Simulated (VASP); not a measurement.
# Mg3GeN (Pm-3m) in VASP: a series of runs, part 2 of 2

VASP 6.6.1. The steps go on from the part before.

## (3) Single point, PBE (14.23 Å³/atom)

This run uses another cell than the first one, of 14.23 Å³/atom.

INCAR

```
ALGO     = Normal         # electronic algorithm
EDIFF    = 1E-6           # SCF threshold, eV
ENCUT    = 520            # plane-wave cutoff, eV
GGA      = PE             # functional
ISIF     = 2              # what is computed and relaxed
ISMEAR   = 0              # smearing method
LASPH    = True           # aspherical terms in the spheres
LCHARG   = False          # write CHGCAR
LREAL    = False          # projectors in reciprocal space
LWAVE    = False          # write WAVECAR
NBANDS   = 20             # bands
NELM     = 60             # most SCF steps
PREC     = Accurate       # precision mode
SIGMA    = 0.1            # smearing width, eV
```

KPOINTS

```
k-points
0
Gamma
  10 10 10
```

POSCAR

```
Mg3GeN
1.0
    4.1440723636      0.0000000000      0.0000000000
    0.0000000000      4.1440723636      0.0000000000
    0.0000000000      0.0000000000      4.1440723636
Mg Ge N
3 1 1
Direct
    0.5000000000      0.0000000000      0.0000000000
    0.0000000000      0.5000000000      0.0000000000
    0.0000000000      0.0000000000      0.5000000000
    0.5000000000      0.5000000000      0.5000000000
    0.0000000000      0.0000000000      0.0000000000
```

Potentials or basis: VASP PAW PBE potentials, release 64 (Mg, Ge_d, N).

Started as:

```console
$ cat potpaw_PBE.64/Mg/POTCAR potpaw_PBE.64/Ge_d/POTCAR potpaw_PBE.64/N/POTCAR > POTCAR
$ mpirun -np 1 vasp_std > vasp.out
```

OUTCAR:

```text
EDIFF = 1E-6
   ENCUT = 520
   GGA = PE
   ISIF = 2
   ISMEAR = 0
   LASPH = True
   LREAL = False
   NELM = 60
   PREC = Accurate

 ion  position               nearest neighbor table
   1  0.500  0.000  0.000-   5 2.07   5 2.07   4 2.93   2 2.93   3 2.93   4 2.93   2 2.93   4 2.93
                             4 2.93   2 2.93   3 2.93   3 2.93   3 2.93   2 2.93
   2  0.000  0.500  0.000-   5 2.07   5 2.07   4 2.93   1 2.93   3 2.93   4 2.93   1 2.93   3 2.93
                             3 2.93   3 2.93   1 2.93   4 2.93   4 2.93   1 2.93
   3  0.000  0.000  0.500-   5 2.07   5 2.07   4 2.93   1 2.93   1 2.93   2 2.93   2 2.93   2 2.93
                             4 2.93   2 2.93   1 2.93   4 2.93   1 2.93   4 2.93
[... 760 lines left out ...]
  -------------------------------------------------------------------------------------
  Total        3.8723690      3.8723690      3.8723690      0.0000000      0.0000000     -0.0000000
  in kB       87.1776843     87.1776843     87.1776843      0.0000000      0.0000000     -0.0000000
  external PRESSURE =      87.1776843 kB  Pullay stress =       0.0000000 kB

 VOLUME and BASIS-vectors are now :
 -----------------------------------------------------------------------------
  energy-cutoff  :      520.00
  volume of cell :       71.17
      direct lattice vectors                 reciprocal lattice vectors
     4.144072364  0.000000000  0.000000000     0.241308528  0.000000000  0.000000000
     0.000000000  4.144072364  0.000000000     0.000000000  0.241308528  0.000000000
     0.000000000  0.000000000  4.144072364     0.000000000  0.000000000  0.241308528

 POSITION                                       TOTAL-FORCE (eV/Angst)
 -----------------------------------------------------------------------------------
      2.07204      0.00000      0.00000         0.000000      0.000000      0.000000
      0.00000      2.07204      0.00000         0.000000      0.000000      0.000000
      0.00000      0.00000      2.07204         0.000000      0.000000      0.000000
      2.07204      2.07204      2.07204         0.000000      0.000000      0.000000
      0.00000      0.00000      0.00000         0.000000      0.000000      0.000000
 -----------------------------------------------------------------------------------
    total drift:                                0.000000      0.000000     -0.000000

  FREE ENERGIE OF THE ION-ELECTRON SYSTEM (eV)
  ---------------------------------------------------
  free  energy   TOTEN  =       -19.3888313243 eV

  energy  without entropy=      -19.3706451998  energy(sigma->0) =      -19.37973826
```

OSZICAR:

```text
N       E                     dE             d eps       ncg     rms          rms(c)
DAV:   1     0.158057317132E+03    0.15806E+03   -0.11326E+04  2688   0.207E+03
DAV:   2     0.624264246712E+00   -0.15743E+03   -0.14997E+03  2468   0.539E+02
DAV:   3    -0.225313056892E+02   -0.23156E+02   -0.22917E+02  2596   0.115E+02
DAV:   4    -0.233444395219E+02   -0.81313E+00   -0.81171E+00  2704   0.227E+01
DAV:   5    -0.233598071972E+02   -0.15368E-01   -0.15366E-01  2616   0.360E+00    0.103E+01
DAV:   6    -0.195117422581E+02    0.38481E+01   -0.21920E+01  2520   0.221E+01    0.434E+00
DAV:   7    -0.194477867773E+02    0.63955E-01   -0.18286E+00  2504   0.717E+00    0.248E+00
DAV:   8    -0.193994634362E+02    0.48323E-01   -0.35202E-01  2568   0.307E+00    0.704E-01
DAV:   9    -0.193885718056E+02    0.10892E-01   -0.66211E-02  2864   0.132E+00    0.315E-01
DAV:  10    -0.193903135539E+02   -0.17417E-02   -0.17703E-02  2648   0.636E-01    0.210E-01
DAV:  11    -0.193887740016E+02    0.15396E-02   -0.56990E-03  2784   0.347E-01    0.261E-02
DAV:  12    -0.193888410809E+02   -0.67079E-04   -0.90039E-04  2524   0.139E-01    0.299E-02
DAV:  13    -0.193888355517E+02    0.55293E-05   -0.11965E-04  2592   0.562E-02    0.123E-02
DAV:  14    -0.193888360684E+02   -0.51671E-06   -0.99602E-05  2688   0.429E-02    0.139E-02
DAV:  15    -0.193888312383E+02    0.48301E-05   -0.21927E-05  2672   0.226E-02    0.329E-03
DAV:  16    -0.193888313243E+02   -0.86007E-07   -0.19468E-06  2032   0.687E-03
   1 F= -.19388831E+02 E0= -.19379738E+02  d E =-.181861E-01
```

It took 67 s on 1 thread of Intel Xeon 8259CL, shared host; peak memory 0.23 GiB.

Results:

* Free energy: -19.3888 eV
* Pressure: 8.7 GPa
* Band gap on the k mesh: zero (an odd number of electrons rules out a gap without spin polarisation)

Caveat: the cell stands under pressure.

## (4) Single point, PBE (14.70 Å³/atom)

This run uses another cell than the first one, of 14.70 Å³/atom.

INCAR

```
ALGO = Normal ; EDIFF = 1E-6
ENCUT = 520 ; GGA = PE
ISIF = 2 ; ISMEAR = 0
LASPH = True ; LCHARG = False
LREAL = False ; LWAVE = False
NBANDS = 20 ; NELM = 100
PREC = Accurate ; SIGMA = 0.1
```

KPOINTS is that of step 3.

Changes to POSCAR since step 3:

```diff
@@ -2,5 +2,5 @@
 1.0
-    4.1440723636      0.0000000000      0.0000000000
-    0.0000000000      4.1440723636      0.0000000000
-    0.0000000000      0.0000000000      4.1440723636
+    4.1891201577      0.0000000000      0.0000000000
+    0.0000000000      4.1891201577      0.0000000000
+    0.0000000000      0.0000000000      4.1891201577
 Mg Ge N
```

Started as:

```console
$ cat potpaw_PBE.64/Mg/POTCAR potpaw_PBE.64/Ge_d/POTCAR potpaw_PBE.64/N/POTCAR > POTCAR
$ mpirun -np 1 vasp_std > vasp.out
```

It took 74 s on 1 thread of Intel Xeon 8259CL, shared host; peak memory 0.23 GiB.

It converged, with:

```yaml
Free_energy: -19.4911 eV
Pressure: 5.2 GPa
Band_gap_on_the_k_mesh: zero (an odd number of electrons rules out a gap without spin polarisation)
```

Levels at points of the mesh, in eV from the Fermi level:
| k point | band 10 | band 11 | band 12 | band 13 | band 14 | band 15 | band 16 | band 17 |
| --- | --- | --- | --- | --- | --- | --- | --- | --- |
| (0.00, 0.00, 0.00) | -3.64 | 0.73 | 0.73 | 0.73 | 1.53 | 1.53 | 2.79 | 6.98 |
| (0.50, 0.00, 0.00) | -3.14 | -3.10 | -0.21 | -0.21 | 2.64 | 4.40 | 5.26 | 5.91 |
| (0.50, 0.50, 0.00) | -2.97 | -0.71 | -0.71 | 0.64 | 1.51 | 2.97 | 4.04 | 4.04 |
| (0.50, 0.50, 0.50) | -4.22 | -3.00 | -3.00 | -3.00 | 4.14 | 4.14 | 4.14 | 7.44 |

Caveat: the cell stands under pressure.

## (5) Summary

| cell | gap on the mesh (eV) | pressure (GPa) |
| --- | --- | --- |
| a = 4.098 Å, 5 atoms | none | 12.8 |
| a = 4.144 Å, 5 atoms | none | 8.7 |
| a = 4.189 Å, 5 atoms | none | 5.2 |

Alike in all rows: task single point; level PBE; potentials or basis VASP PAW PBE potentials, release 64 (Mg, Ge_d, N); no spin polarisation; k mesh 10 × 10 × 10; cutoff (eV) 520; smearing gaussian 0.1 eV.

Caveats: the cell stands under pressure.

Absolute energies hang on the potentials; compare differences alone.
